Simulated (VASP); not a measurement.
GeSb2Te4, 7 atoms in the cell. Symmetry: R3m, No. 160, trigonal system. Conventional cell: a = 4.309 Å, b = 4.309 Å, c = 41.691 Å, α = 90.00°, β = 90.00°, γ = 120.00°. Within 3.8 Å of Ge (site symmetry 3m) lie 6 Te at 2.86 to 3.32 Å. Sb (site symmetry 3m) has 6 Te at 3.02 to 3.21 Å within 4.0 Å. Within 4.0 Å of Sb (site symmetry 3m) lie 6 Te at 3.03 to 3.16 Å. Within 3.9 Å of Te (site symmetry 3m) lie 3 Ge at 2.86 Å and 3 Te at 3.80 Å. Within 4.0 Å of Te (site symmetry 3m) lie 3 Sb at 3.02 Å and 3 Te at 3.80 Å. Within 4.5 Å of Te (site symmetry 3m) lie 6 Sb at 3.16 to 3.21 Å and 12 Te at 4.31 to 4.48 Å. Within 4.0 Å of Te (site symmetry 3m) lie 3 Sb at 3.03 Å and 3 Ge at 3.32 Å. 

| Property | Result |
| --- | --- |
| Program | VASP 6.6.1 |
| Task | single point |
| Functional | PBEsol |
| Potentials or basis | VASP PAW PBE potentials, release 64 (Ge_d, Sb, Te) |
| Cutoff | 520 eV |
| k mesh | 6 × 6 × 6 |
| Occupations | gaussian, width 0.1 eV |
| Spin | no spin polarisation |
| Dipole correction | no |
| Further INCAR settings | ALGO = Normal; EDIFF = 1e-07; NBANDS = 33 |

Potentials or basis: VASP PAW PBE potentials, release 64 (Ge_d, Sb, Te).

Run with:

```bash
$ cat potpaw_PBE.64/Ge_d/POTCAR potpaw_PBE.64/Sb/POTCAR potpaw_PBE.64/Te/POTCAR > POTCAR
$ mpirun -np 1 vasp_std > vasp.out
```

Hardware: 1 thread of Intel(R) Xeon(R) Platinum 8259CL CPU @ 2.50GHz (Skylake/Cascade Lake), on a shared host.

Q: How long does it take, and how much memory?

A: Run time: 49 min on 1 thread of Intel(R) Xeon(R) Platinum 8259CL CPU @ 2.50GHz (Skylake/Cascade Lake) (shared host), peak memory 2 GiB. Counts: scf iterations 15, k points 32.
